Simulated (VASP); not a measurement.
Here is a VASP 6.6.1 calculation.

INCAR

```
SYSTEM = CsSnBr3
  ALGO = Normal
  EDIFF = 1E-6
  ENCUT = 500
  GGA = PS
  GGA_COMPAT = .FALSE.
  ISIF = 2
  ISMEAR = 0
  LASPH = .TRUE.
  LCHARG = .FALSE.
  LREAL = .FALSE.
  LWAVE = .FALSE.
  NBANDS = 30
  NELM = 120
  PREC = Accurate
  SIGMA = 0.02
```

File KPOINTS:

```
k-points
0
G
  6 6 6
  0 0 0
```

POSCAR

```
CsSnBr3
1.0
    5.7627697376      0.0000000000      0.0000000000
    0.0000000000      5.7627697376      0.0000000000
    0.0000000000      0.0000000000      5.7627697376
Cs Sn Br
1 1 3
Direct
    0.0000000000      0.0000000000      0.0000000000
    0.5000000000      0.5000000000      0.5000000000
    0.5000000000      0.0000000000      0.5000000000
    0.5000000000      0.5000000000      0.0000000000
    0.0000000000      0.5000000000      0.5000000000
```

Potentials or basis: VASP PAW PBE potentials, release 64 (Cs_sv, Sn_d, Br).

Launch:

```console
$ cat potpaw_PBE.64/Cs_sv/POTCAR potpaw_PBE.64/Sn_d/POTCAR potpaw_PBE.64/Br/POTCAR > POTCAR
$ mpirun -np 1 vasp_std > vasp.out
```

**Question.** Predict the pressure.

**Answer.** 0.0 GPa.

**Question.** What does it give for the band gap on the k mesh?

**Answer.** 0.21 eV.

Caveat: the PAW data sets were made with another functional, which shifts forces and pressure a little; spin-orbit coupling is left out, which moves the levels of the heavy elements. A k mesh can miss the band edges.
